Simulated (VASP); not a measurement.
The system is Cu2IBr.

```
I Br Cu
1.0
     1.96853    1.13653    6.38762
    -1.96853    1.13653    6.38762
     0.00000   -2.27306    6.38762
I Br Cu
1 1 2
Cartesian
  0.0000 0.0000 0.0000
  0.0000 0.0000 9.5814
  0.0000 0.0000 4.7721
  0.0000 0.0000 14.3907
```

Base run:

- Program: VASP 6.6.1
- Functional: LDA
- Potentials or basis: VASP PAW LDA potentials, release 64 (I, Br, Cu)
- Cutoff: 520 eV
- k mesh: 8 × 8 × 8
- Occupations: fermi-dirac, width 0.05 eV
- Spin: no spin polarisation
- Hubbard terms: Cu d U = 5.0 eV

Its results: band gap on the k mesh 0.53 eV (least direct gap 0.66 eV); pressure -5.0 GPa; largest force 0.032 eV/Å.

**Question.** The run is repeated on the same cell with these changes: hubbard terms from Cu d U = 5.0 eV to Cu d U = 8.0 eV. What comes out?

**Answer.** Band gap on the k mesh 0.96 eV (least direct gap 1.14 eV); pressure -5.0 GPa; largest force 0.051 eV/Å.

Caveats: the cell stands under tension; spin-orbit coupling is left out, which moves the levels of the heavy elements; semilocal functionals underestimate gaps, and a narrow one can read as zero (at least some runs).

A k mesh can miss the band edges.
